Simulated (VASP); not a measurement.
# Si2Ni (Fm-3m) in VASP: further runs, part 2 of 2

VASP 6.6.1. The steps go on from the part before.

## 5. Single point, PBE, collinear spin, ferromagnetic start (11.85 Å³/atom)

INCAR

```
PREC = Accurate
ENCUT = 520
EDIFF = 1E-7
ISMEAR = 0
SIGMA = 0.15
LREAL = False
LASPH = True
NELM = 150
ALGO = Normal
ISIF = 2
LWAVE = False
LCHARG = False
ISPIN = 2
MAGMOM = 0 0 0.75
LORBIT = 11
NUPDOWN = 0.75
LMAXMIX = 4
GGA = PE
NBANDS = 20
```

KPOINTS

```
Automatic mesh
0
Gamma
  14 14 14
```

POSCAR

```
Si2Ni
1.0
    0.0000000000      2.6095555680      2.6095555680
    2.6095555680      0.0000000000      2.6095555680
    2.6095555680      2.6095555680      0.0000000000
Si Ni
2 1
Direct
    0.2500000000      0.2500000000      0.2500000000
    0.7500000000      0.7500000000      0.7500000000
    0.0000000000      0.0000000000      0.0000000000
```

Potentials or basis: VASP PAW PBE potentials, release 64 (Si, Ni).

Launch:

```sh
cat potpaw_PBE.64/Si/POTCAR potpaw_PBE.64/Ni/POTCAR > POTCAR
mpirun -np 1 vasp_std > vasp.out
```

OUTCAR:

```text
PREC = Accurate
   ENCUT = 520
   EDIFF = 1E-7
   ISMEAR = 0
   LREAL = False
   LASPH = True
   NELM = 150
   ISIF = 2
   ISPIN = 2
   LORBIT = 11
   NUPDOWN = 0.75
   GGA = PE

 ion  position               nearest neighbor table
   1  0.250  0.250  0.250-   3 2.26   3 2.26   3 2.26   3 2.26   2 2.61   2 2.61   2 2.61   2 2.61
                             2 2.61   2 2.61
   2  0.750  0.750  0.750-   3 2.26   3 2.26   3 2.26   3 2.26   1 2.61   1 2.61   1 2.61   1 2.61
                             1 2.61   1 2.61
   3  0.000  0.000  0.000-   2 2.26   2 2.26   2 2.26   1 2.26   2 2.26   1 2.26   1 2.26   1 2.26

  LATTYP: Found a face centered cubic cell.
 ALAT       =     5.2191111360

  Lattice vectors:

 A1 = (   0.0000000000,   2.6095555680,   2.6095555680)
 A2 = (   2.6095555680,   0.0000000000,   2.6095555680)
 A3 = (   2.6095555680,   2.6095555680,   0.0000000000)

Analysis of symmetry for initial positions (statically):
=====================================================================
 Subroutine PRICEL returns:
 Original cell was already a primitive cell.

 Routine SETGRP: Setting up the symmetry group for a
 face centered cubic supercell.

 Subroutine GETGRP returns: Found 48 space group operations
 (whereof 48 operations were pure point group operations)
 out of a pool of 48 trial point group operations.

The static configuration has the point symmetry O_h .

Analysis of symmetry for dynamics (positions and initial velocities):
=====================================================================
 Subroutine PRICEL returns:
 Original cell was already a primitive cell.

 Routine SETGRP: Setting up the symmetry group for a
 face centered cubic supercell.

 Subroutine GETGRP returns: Found 48 space group operations
 (whereof 48 operations were pure point group operations)
 out of a pool of 48 trial point group operations.

The dynamic configuration has the point symmetry O_h .

Analysis of structural, dynamic, and magnetic symmetry:
[... 152 lines left out ...]

 Free energy of the ion-electron system (eV)
  ---------------------------------------------------
  ext. energy  EPLUGINS =         0.00000000
  ---------------------------------------------------
  free energy    TOTEN  =       -16.68724952 eV

  energy without entropy =      -16.67732154  energy(sigma->0) =      -16.68228553

 E-fermi :  10.8310     XC(G=0): -12.0840

 val. band max:       12.7465154506   @ k =  -0.3571   0.2143   0.0000
 cond. band min:      10.9286619490   @ k =   0.4286   0.1429   0.0714
 fundamental gap:     -1.8178535016
 Fermi energy:        12.7519799888

 spin component 1

 k-point     1 :       0.0000    0.0000    0.0000
  band No.  band energies     occupation
      1      -2.9204      1.00000
      2       6.0071      1.00000
      3       6.0071      1.00000
      4       6.0071      1.00000
      5       7.8391      1.00000
      6       7.8391      1.00000
[... 541 lines left out ...]
     19      25.8649      0.00000
     20      28.1682      0.00000

 [... further k-points ...]

 spin component 2

 k-point     1 :       0.0000    0.0000    0.0000
  band No.  band energies     occupation
      1      -2.7040      1.00000
      2       6.3050      1.00000
      3       6.3050      1.00000
      4       6.3050      1.00000
      5       8.0787      1.00000
      6       8.0787      1.00000
[... 541 lines left out ...]
     19      26.0983      0.00000
     20      28.4143      0.00000

 [... further k-points ...]
[... 5 lines left out ...]
  --------------------------------------------------------------------------------------
  -------------------------------------------------------------------------------------
  Total        6.1965158      6.1965158      6.1965158      0.0000000      0.0000000     -0.0000000
  in kB      279.3370210    279.3370210    279.3370210      0.0000000      0.0000000     -0.0000000
  external PRESSURE =     279.3370210 kB  Pullay stress =       0.0000000 kB

 VOLUME and BASIS-vectors are now :
 -----------------------------------------------------------------------------
  energy-cutoff  :      520.00
  volume of cell :       35.54
      direct lattice vectors                 reciprocal lattice vectors
     0.000000000  2.609555568  2.609555568    -0.191603508  0.191603508  0.191603508
     2.609555568  0.000000000  2.609555568     0.191603508 -0.191603508  0.191603508
     2.609555568  2.609555568  0.000000000     0.191603508  0.191603508 -0.191603508

 POSITION                                       TOTAL-FORCE (eV/Angst)
 -----------------------------------------------------------------------------------
      1.30478      1.30478      1.30478         0.000000      0.000000     -0.000000
      3.91433      3.91433      3.91433        -0.000000     -0.000000      0.000000
      0.00000      0.00000      0.00000         0.000000      0.000000      0.000000
 -----------------------------------------------------------------------------------
    total drift:                               -0.000000     -0.000000      0.000000

  FREE ENERGIE OF THE ION-ELECTRON SYSTEM (eV)
  ---------------------------------------------------
  free  energy   TOTEN  =       -16.6872495223 eV

  energy  without entropy=      -16.6773215414  energy(sigma->0) =      -16.68228553

 total charge

# of ion       s       p       d       tot
------------------------------------------
    1        0.745   0.913   0.000   1.659
    2        0.745   0.913   0.000   1.659
    3        0.620   0.931   8.539  10.090
--------------------------------------------------
tot          2.111   2.758   8.539  13.407

 magnetization (x)

# of ion       s       p       d       tot
------------------------------------------
    1        0.049   0.047   0.000   0.096
    2        0.049   0.047   0.000   0.096
    3        0.004   0.058   0.285   0.347
--------------------------------------------------
tot          0.103   0.152   0.285   0.540
```

OSZICAR:

```text
N       E                     dE             d eps       ncg     rms          rms(c)
DAV:   1     0.766312955564E+02    0.76631E+02   -0.72167E+03  8512   0.916E+02
DAV:   2    -0.135081289714E+02   -0.90139E+02   -0.80683E+02  8780   0.206E+02
DAV:   3    -0.186316626123E+02   -0.51235E+01   -0.49906E+01  9972   0.505E+01
DAV:   4    -0.187082144403E+02   -0.76552E-01   -0.76407E-01  9672   0.558E+00
DAV:   5    -0.187097381226E+02   -0.15237E-02   -0.15235E-02  9928   0.854E-01    0.177E+01
DAV:   6    -0.220939429316E+02   -0.33842E+01   -0.27990E+01  9332   0.114E+02    0.222E+01
DAV:   7    -0.167655903246E+02    0.53284E+01   -0.81775E+00 10444   0.722E+01    0.364E+00
DAV:   8    -0.167363162212E+02    0.29274E-01   -0.81280E-01 11124   0.124E+01    0.279E+00
DAV:   9    -0.166868741521E+02    0.49442E-01   -0.13976E-01 10496   0.650E+00    0.662E-01
DAV:  10    -0.166872405523E+02   -0.36640E-03   -0.43608E-03  9992   0.446E-01    0.327E-01
DAV:  11    -0.166872434284E+02   -0.28761E-05   -0.87281E-04 10292   0.550E-01    0.110E-01
DAV:  12    -0.166872455202E+02   -0.20918E-05   -0.18183E-04 10396   0.240E-01    0.171E-02
DAV:  13    -0.166872493778E+02   -0.38577E-05   -0.13026E-05 10400   0.306E-02    0.103E-02
DAV:  14    -0.166872496972E+02   -0.31935E-06   -0.38174E-06  9408   0.221E-02    0.448E-03
DAV:  15    -0.166872494773E+02    0.21994E-06   -0.39291E-07  9864   0.441E-03    0.295E-03
DAV:  16    -0.166872495223E+02   -0.45017E-07   -0.17878E-08  5480   0.248E-03
   1 F= -.16687250E+02 E0= -.16682286E+02  d E =-.992798E-02  mag=     0.7500
```

stdout:

```text
POSCAR found type information on POSCAR SiNi
 POSCAR found :  2 types and       3 ions
 scaLAPACK will be used
 LDA part: xc-table for (Slater+PW92), standard interpolation
 POSCAR, INCAR and KPOINTS ok, starting setup
 FFT: planning ... GRIDC
 FFT: planning ... GRID_SOFT
 FFT: planning ... GRID
 WAVECAR not read
 entering main loop
```

Run time: 3.3 min. Hardware: 1 thread of Intel Xeon 8259CL, shared host; peak memory 0.25 GiB.

Results:

| Quantity | Value |
| --- | --- |
| Free energy | -16.6872 eV |
| Pressure | 27.9 GPa |
| Net moment | 0.75 μB per cell |
| Site moments | Si +0.10; Ni +0.35 μB |
| Valence electrons inside the program's atomic spheres | Si 1.66; Ni 10.09 |

Caveat: the cell stands under pressure; the total moment is fixed, so each spin has its own Fermi level and the state may be an excited one.

## 6. Summary

```tsv
fixed moment (μB)	pressure (GPa)	moment (μB)
1.0	29.8	1.00
0.25	24.7	0.25
0.5	26.2	0.50
0.75	27.9	0.75
```

Alike in all rows: task single point; level PBE; potentials or basis VASP PAW PBE potentials, release 64 (Si, Ni); spin collinear, ferromagnetic start; cell as given; k mesh 14 × 14 × 14; cutoff (eV) 520; smearing gaussian 0.15 eV.

Caveats: the cell stands under pressure; the total moment is fixed, so each spin has its own Fermi level and the state may be an excited one.

Absolute energies hang on the potentials; compare differences alone.
